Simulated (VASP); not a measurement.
Set up this calculation in VASP 6.6.1, as the native input.

```
Task                   : single point
Functional             : LDA
Potentials or basis    : VASP PAW LDA potentials, release 64 (K_sv, F)
Cutoff                 : 520 eV
k mesh                 : 8 × 8 × 8
Occupations            : gaussian, width 0.05 eV
Spin                   : no spin polarisation
Dipole correction      : no
Further INCAR settings : ALGO = Normal; EDIFF = 1e-06; NBANDS = 15
```

The structure of KF lies in POSCAR:

```
KF
1.0
    3.4403718736      0.0000000000      0.0000000000
    0.0000000000      3.4403718736      0.0000000000
    0.0000000000      0.0000000000      2.9243160926
K F
1 1
Direct
    0.0000000000      0.0000000000      0.0000000000
    0.5000000000      0.5000000000      0.5000000000
```

This cell differs from its parent crystal: ratio of the length along z to the lengths across it x 0.85, volume and fractional coordinates fixed.

One way to write it, as run:

INCAR

```
SYSTEM = KF
ALGO = Normal ; EDIFF = 1E-6
ENCUT = 520 ; ISIF = 2
ISMEAR = 0 ; LASPH = .True.
LCHARG = .False. ; LREAL = .False.
LWAVE = .False. ; NBANDS = 15
NELM = 80 ; PREC = Accurate
SIGMA = 0.05
```

KPOINTS

```
k-points
0
Gamma
  8 8 8
  0 0 0
```

Potentials or basis: VASP PAW LDA potentials, release 64 (K_sv, F).

Run with:

```console
$ cat potpaw_LDA.64/K_sv/POTCAR potpaw_LDA.64/F/POTCAR > POTCAR
$ mpirun -np 1 vasp_std > vasp.out
```

It gave:

The pressure is -5.4 GPa. The band gap on the k mesh is 5.32 eV, indirect (least direct gap 5.36 eV).

It took 26 s on 1 thread of Intel(R) Xeon(R) Platinum 8375C CPU @ 2.90GHz (Ice Lake), with other jobs on the host, peak memory 0.16 GiB.
